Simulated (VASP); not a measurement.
# In in VASP: single point with PBE

Aim: the single point of In with PBE.

Program: VASP 6.6.1. These are calculated values, not measurements. Logs are shortened: lines on timing, memory, paths and dates and some standing lists are left out, and cuts for length are marked.

## (1) The cell of the first run

The cell holds a sheet with vacuum, 2 atoms: a = 4.234 Å, b = 4.234 Å, c = 23.834 Å, α = 90.00°, β = 90.00°, γ = 89.99°.

## (2) Single point, PBE

The input, INCAR:

```
SYSTEM = In
PREC     = Accurate       ! precision mode
ENCUT    = 520            ! plane-wave cutoff, eV
EDIFF    = 1E-7           ! SCF threshold, eV
ISMEAR   = 0              ! smearing method
SIGMA    = 0.1            ! smearing width, eV
LREAL    = .False.        ! projectors in reciprocal space
LASPH    = .True.         ! aspherical terms in the spheres
NELM     = 100            ! most SCF steps
ALGO     = Normal         ! electronic algorithm
ISIF     = 2              ! what is computed and relaxed
LWAVE    = .False.        ! write WAVECAR
LCHARG   = .True.         ! write CHGCAR
LDIPOL   = .True.       
IDIPOL   = 3            
DIPOL    = 0.5 0.5 0.315
GGA      = PE             ! functional
LELF     = .True.         ! ELF
LVHAR    = .True.       
LVACPOTAV= .True.       
NBANDS   = 20             ! bands
```

The input, KPOINTS:

```
regular mesh
0
Gamma
  14 14 1
  0 0 0
```

The input, POSCAR:

```
In
1.0
    4.2339723558      0.0108341792      0.0000000000
   -0.0104011003      4.2339734419      0.0000000000
    0.0000000000      0.0000000000     23.8342588000
In
2
Direct
    0.2500000000      0.7500000000      0.3086789800
    0.7500000000      0.2500000000      0.3206672114
```

Potentials or basis: VASP PAW PBE potentials, release 64 (In_d).

On the command line:

```bash
$ cat potpaw_PBE.64/In_d/POTCAR > POTCAR
$ mpirun -np 1 vasp_std > vasp.out
```

OUTCAR:

```text
SYSTEM = In
   PREC = Accurate
   ENCUT = 520
   EDIFF = 1E-7
   ISMEAR = 0
   LREAL = .False.
   LASPH = .True.
   NELM = 100
   ISIF = 2
   GGA = PE

 ion  position               nearest neighbor table
   1  0.250  0.750  0.309-   2 3.01   2 3.01   2 3.01   2 3.01
   2  0.750  0.250  0.321-   1 3.01   1 3.01   1 3.01   1 3.01

  LATTYP: Found a base centered orthorhombic cell.
 ALAT       =     5.9874544898
 B/A-ratio  =     1.0001022919
 C/A-ratio  =     3.9806997850

  Lattice vectors:

 A1 = (   0.0104011003,  -4.2339734419,   0.0000000000)
 A2 = (   4.2339723558,   0.0108341792,   0.0000000000)
 A3 = (   0.0000000000,   0.0000000000,  23.8342588000)

Analysis of symmetry for initial positions (statically):
=====================================================================
 Subroutine PRICEL returns:
 Original cell was already a primitive cell.

 Routine SETGRP: Setting up the symmetry group for a
 base centered orthorhombic supercell.

 Subroutine GETGRP returns: Found  8 space group operations
 (whereof  2 operations were pure point group operations)
 out of a pool of  8 trial point group operations.

The static configuration has the point symmetry C_1h.
 The point group associated with its full space group is D_2h.

Analysis of symmetry for dynamics (positions and initial velocities):
=====================================================================
 Subroutine PRICEL returns:
 Original cell was already a primitive cell.

 Routine SETGRP: Setting up the symmetry group for a
 base centered orthorhombic supercell.

 Subroutine GETGRP returns: Found  8 space group operations
 (whereof  2 operations were pure point group operations)
 out of a pool of  8 trial point group operations.

The dynamic configuration has the point symmetry C_1h.
 The point group associated with its full space group is D_2h.

 Subroutine INISYM returns: Found  8 space group operations
 (whereof  2 operations are pure point group operations),
 and found     1 'primitive' translations

----------------------------------------------------------------------------------------

                                     Primitive cell

  volume of cell :     427.2682

  direct lattice vectors                    reciprocal lattice vectors
     4.233972356  0.010834179  0.000000000     0.236183336  0.000580204  0.000000000
    -0.010401100  4.233973442  0.000000000    -0.000604362  0.236183275  0.000000000
     0.000000000  0.000000000 23.834258800     0.000000000  0.000000000  0.041956413

  length of vectors
     4.233986217  4.233986217 23.834258800     0.236184048  0.236184048  0.041956413

  position of ions in fractional coordinates (direct lattice)
     0.250000000  0.750000000  0.308678980
     0.750000000  0.250000000  0.320667211

  ion indices of the primitive-cell ions
   primitive index   ion index
                 1           1
                 2           2

----------------------------------------------------------------------------------------

 KPOINTS: regular mesh

Automatic generation of k-mesh.
 Grid dimensions read from file:
 generate k-points for:   14   14    1

 Generating k-lattice:

  Cartesian coordinates                     Fractional coordinates (reciprocal lattice)
     0.016870238  0.000041443  0.000000000     0.071428571  0.000000000  0.000000000
    -0.000043169  0.016870234  0.000000000    -0.000000000  0.071428571  0.000000000
     0.000000000  0.000000000  0.041956413     0.000000000  0.000000000  1.000000000

  Length of vectors
     0.016870289  0.016870289  0.041956413

  Shift w.r.t. Gamma in fractional coordinates (k-lattice)
     0.000000000  0.000000000  0.000000000

 Subroutine IBZKPT returns following result:
 ===========================================

 Found     57 irreducible k-points:

 Following reciprocal coordinates:
            Coordinates               Weight
  0.000000  0.000000  0.000000      1.000000
  0.071429  0.000000  0.000000      4.000000
  0.142857  0.000000  0.000000      4.000000
  0.214286 -0.000000  0.000000      4.000000
  0.285714  0.000000  0.000000      4.000000
  0.357143  0.000000  0.000000      4.000000
[... 16 lines left out ...]
  0.214286  0.142857  0.000000      4.000000
  0.285714  0.142857  0.000000      4.000000
 [... further k-points ...]
   k-points           NKPTS =     57   k-points in BZ     NKDIM =     57   number of bands    NBANDS=     20
   number of dos      NEDOS =    301   number of ions     NIONS =      2
   total plane-waves  NPLWV = 184320
   dimension x,y,z NGX =    32 NGY =   32 NGZ =  180
   dimension x,y,z NGXF=    64 NGYF=   64 NGZF=  360
   ions per type =               2
   NGX,Y,Z   is equivalent  to a cutoff of  12.56, 12.56, 12.56 a.u.
   NGXF,Y,Z  is equivalent  to a cutoff of  25.13, 25.13, 25.11 a.u.
 SYSTEM =  In
   PREC   = accura    normal or accurate (medium, high low for compatibility)
   ISTART =      0    job   : 0-new  1-cont  2-samecut
   ICHARG =      2    charge: 1-file 2-atom 10-const
   ISPIN  =      1    spin polarized calculation?
   LNONCOLLINEAR =      F non collinear calculations
   LSORBIT =      F    spin-orbit coupling
   LASPH  =      T    aspherical Exc in radial PAW
   ENCUT  =  520.0 eV  38.22 Ry    6.18 a.u.   7.87  7.87 44.32*2*pi/ulx,y,z
   NELM   =    100;   NELMIN=  2; NELMDL= -5     # of ELM steps
   EDIFF  = 0.1E-06   stopping-criterion for ELM
   LREAL  =      F    real-space projection
   EDIFFG = 0.1E-05   stopping-criterion for IOM
   NSW    =      0    number of steps for IOM
   IBRION =     -1    ionic relax: 0-MD 1-quasi-New 2-CG
   NFREE  =      0    steps in history (QN), initial steepest desc. (CG)
   ISIF   =      2    stress and relaxation
   ISYM   =      2    0-nonsym 1-usesym 2-fastsym
   POTIM  = 0.5000    time-step for ionic-motion
   TEBEG  =    0.0;   TEEND  =   0.0 temperature during run
   PSTRESS=    0.0 pullay stress
   NELECT =      26.0000    total number of electrons
   NUPDOWN=      -1.0000    fix difference up-down
   EMIN   =  10.00;   EMAX   =-10.00  energy-range for DOS
   EFERMI =   0.00;   METHOD = LEGACY
   ISMEAR =     0;   SIGMA  =   0.10  broadening in eV -4-tet -1-fermi 0-gaus
   EFERMI_NEDOS =   21; number of points for ismear=-14 and -15
   IALGO  =     38    algorithm
   IMIX   =      4    mixing-type and parameters
     AMIX     =   0.40;   BMIX     =  1.00
     AMIX_MAG =   1.60;   BMIX_MAG =  1.00
  volume/ion in A,a.u.               =     213.63      1441.67
  Fermi-wavevector in a.u.,A,eV,Ry     =   0.643921  1.216834  5.641438  0.414634
  Thomas-Fermi vector in A             =   1.711079
   LORBIT       =      0    0 simple, 1 ext, 2 COOP (PROOUT), +10 PAW based schemes
   GGA     = PE    functional components
   LHFCALC =     F    Hartree Fock is set to
   AEXX    =    0.0000 exact exchange contribution
   IVDW    =     0    specifies the selected vdW correction
   LEPSILON=     F    determine dielectric tensor
   LRPA    =     F    only Hartree local field effects (RPA)
 non-spin polarized calculation
 Gauss-broadening in eV      SIGMA  =   0.10
  energy-cutoff  :      520.00
  volume of cell :      427.27
 maximum number of plane-waves:     11556
   NGX = 15   NGY = 15   NGZ = 89

 dipolmoment           0.000000      0.000000     -0.000000 electrons x Angstroem

 number of electron      26.0000019 magnetization

 dipolmoment           0.000000      0.000000      0.000001 electrons x Angstroem

 Free energy of the ion-electron system (eV)
  ---------------------------------------------------
  ext. energy  EPLUGINS =         0.00000000
  ---------------------------------------------------
  free energy    TOTEN  =        -4.15425107 eV

  energy without entropy =       -4.14505674  energy(sigma->0) =       -4.14965390

 E-fermi :  -2.5237     XC(G=0):  -1.9417

 val. band max:       -2.5366711752   @ k =  -0.3571   0.0714   0.0000
 cond. band min:      -2.4662518022   @ k =   0.3571   0.1429   0.0000
 fundamental gap:      0.0704193730
 Fermi energy:        -2.5237376364

 k-point     1 :       0.0000    0.0000    0.0000
  band No.  band energies     occupation
      1     -17.5992      2.00000
      2     -17.3762      2.00000
      3     -17.3628      2.00000
      4     -17.2199      2.00000
      5     -17.2197      2.00000
      6     -17.0124      2.00000
[... 12 lines left out ...]
     19       2.2831      0.00000
     20       2.3590      0.00000

 k-point     2 :       0.0714    0.0000    0.0000
  band No.  band energies     occupation
      1     -17.5895      2.00000
      2     -17.3684      2.00000
      3     -17.3588      2.00000
      4     -17.2164      2.00000
      5     -17.2162      2.00000
      6     -17.0251      2.00000
[... 12 lines left out ...]
     19       2.3261      0.00000
     20       2.3625      0.00000

 k-point     3 :       0.1429    0.0000    0.0000
  band No.  band energies     occupation
      1     -17.5607      2.00000
      2     -17.3474      2.00000
      3     -17.3455      2.00000
      4     -17.2061      2.00000
      5     -17.2054      2.00000
      6     -17.0490      2.00000
[... 12 lines left out ...]
     19       2.1398      0.00000
     20       2.4548      0.00000

 k-point     4 :       0.2143   -0.0000    0.0000
  band No.  band energies     occupation
      1     -17.5140      2.00000
      2     -17.3298      2.00000
      3     -17.3094      2.00000
      4     -17.1892      2.00000
      5     -17.1877      2.00000
      6     -17.0778      2.00000
[... 12 lines left out ...]
     19       1.9259      0.00000
     20       2.6692      0.00000

 k-point     5 :       0.2857    0.0000    0.0000
  band No.  band energies     occupation
      1     -17.4514      2.00000
      2     -17.3073      2.00000
      3     -17.2632      2.00000
      4     -17.1660      2.00000
      5     -17.1638      2.00000
      6     -17.1088      2.00000
[... 12 lines left out ...]
     19       2.2105      0.00000
     20       2.9687      0.00000

 k-point     6 :       0.3571    0.0000    0.0000
  band No.  band energies     occupation
      1     -17.3764      2.00000
      2     -17.2813      2.00000
      3     -17.2140      2.00000
      4     -17.1364      2.00000
      5     -17.1361      2.00000
      6     -17.1351      2.00000
[... 12 lines left out ...]
     19       2.5921      0.00000
     20       2.5938      0.00000

 k-point     7 :       0.4286   -0.0000    0.0000
  band No.  band energies     occupation
      1     -17.2946      2.00000
      2     -17.2527      2.00000
      3     -17.1976      2.00000
      4     -17.1509      2.00000
      5     -17.1269      2.00000
      6     -17.1040      2.00000
[... 12 lines left out ...]
     19       2.7804      0.00000
     20       2.7850      0.00000
[... 277 lines left out ...]
 k-point    20 :      -0.1429    0.0714    0.0000
  band No.  band energies     occupation
      1     -17.5542      2.00000
      2     -17.3414      2.00000
      3     -17.3382      2.00000
      4     -17.2204      2.00000
      5     -17.1850      2.00000
      6     -17.0663      2.00000
[... 12 lines left out ...]
     19       2.0911      0.00000
     20       2.4978      0.00000

 k-point    21 :      -0.0714    0.0714    0.0000
  band No.  band energies     occupation
      1     -17.5806      2.00000
      2     -17.3607      2.00000
      3     -17.3544      2.00000
      4     -17.2219      2.00000
      5     -17.2038      2.00000
      6     -17.0404      2.00000
[... 12 lines left out ...]
     19       2.3448      0.00000
     20       2.3690      0.00000

 k-point    22 :       0.1429    0.1429    0.0000
  band No.  band energies     occupation
      1     -17.5350      2.00000
      2     -17.3239      2.00000
      3     -17.3169      2.00000
      4     -17.2282      2.00000
      5     -17.1591      2.00000
      6     -17.0967      2.00000
[... 12 lines left out ...]
     19       1.9522      0.00000
     20       2.6265      0.00000

 k-point    23 :       0.2143    0.1429    0.0000
  band No.  band energies     occupation
      1     -17.5034      2.00000
      2     -17.2970      2.00000
      3     -17.2832      2.00000
      4     -17.2278      2.00000
      5     -17.1318      2.00000
      6     -17.1290      2.00000
[... 12 lines left out ...]
     19       2.0897      0.00000
     20       2.4813      0.00000

 k-point    24 :       0.2857    0.1429    0.0000
  band No.  band energies     occupation
      1     -17.4611      2.00000
      2     -17.2635      2.00000
      3     -17.2406      2.00000
      4     -17.2181      2.00000
      5     -17.1689      2.00000
      6     -17.0957      2.00000
[... 12 lines left out ...]
     19       2.3811      0.00000
     20       2.6589      0.00000

 [... further k-points ...]
[... 5 lines left out ...]
  --------------------------------------------------------------------------------------
  -------------------------------------------------------------------------------------
  Total       -0.0199005     -0.0199186     -0.0226253     -0.0018061      0.0000000      0.0000000
  in kB       -0.0746233     -0.0746912     -0.0848406     -0.0067724      0.0000000      0.0000000
  external PRESSURE =      -0.0780517 kB  Pullay stress =       0.0000000 kB

 VOLUME and BASIS-vectors are now :
 -----------------------------------------------------------------------------
  energy-cutoff  :      520.00
  volume of cell :      427.27
      direct lattice vectors                 reciprocal lattice vectors
     4.233972356  0.010834179  0.000000000     0.236183336  0.000580204  0.000000000
    -0.010401100  4.233973442  0.000000000    -0.000604362  0.236183275  0.000000000
     0.000000000  0.000000000 23.834258800     0.000000000  0.000000000  0.041956413

 POSITION                                       TOTAL-FORCE (eV/Angst)
 -----------------------------------------------------------------------------------
      1.05069      3.17819      7.35713        -0.000000      0.000000     -0.000145
      3.17288      1.06662      7.64287         0.000000     -0.000000      0.000145
 -----------------------------------------------------------------------------------
    total drift:                                0.000000      0.000000      0.000089

  FREE ENERGIE OF THE ION-ELECTRON SYSTEM (eV)
  ---------------------------------------------------
  free  energy   TOTEN  =        -4.1542510661 eV

  energy  without entropy=       -4.1450567414  energy(sigma->0) =       -4.14965390

 vacuum level on the upper side and lower side of the slab         1.440         1.440
```

Wall time 14 min (1 thread of AMD EPYC 7R43 (Zen 3), shared host); peak memory 0.62 GiB.

What came out:

```
Free energy            : -4.1543 eV
Band gap on the k mesh : zero (band 13 reaches -1.43 eV, above the bottom of band 14 at -4.80 eV)
```

Caveat: spin-orbit coupling is left out, which moves the levels of the heavy elements.
